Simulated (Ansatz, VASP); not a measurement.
**InSb: VASP beside Ansatz**

```
CELL_PARAMETERS angstrom
-3.17213 3.17213 1.41019
3.17213 -3.17213 1.41019
3.17213 3.17213 -1.41019
ATOMIC_POSITIONS crystal
In 0.25000 0.75000 0.50000
Sb 0.00000 0.00000 0.00000
```

Alike in both runs: task single point; functional LDA; k mesh 22 × 22 × 22; occupations gaussian, width 0.15 eV; no spin polarisation.

```csv
,VASP,Ansatz
version,VASP 6.6.1,Ansatz 0.2.0
potentials or method,"VASP PAW LDA potentials, release 64 (In_d, Sb), cutoff 500 eV","scalar-relativistic, plane waves, PAW"
valence electrons in the cell,18,28
```

|  | VASP | Ansatz | Ansatz less VASP |
| --- | --- | --- | --- |
| gap on the k mesh at the Fermi level (eV) | none | none | - |
| pressure (GPa) | -0.7 | -0.8 | -0.11 |
| traceless stress, the component that is largest in VASP (GPa) | 8.44 | 8.23 | -0.210 |

LDA's correlation is that of Perdew and Zunger in VASP and of Perdew and Wang (1992) in Ansatz. A gap of «none» marks a metal or a gap that the smearing closes. VASP's potentials hold 18 valence electrons a cell and Ansatz's 28, so a difference there can come from the potentials and not from the codes.

Spin-orbit coupling is off throughout.
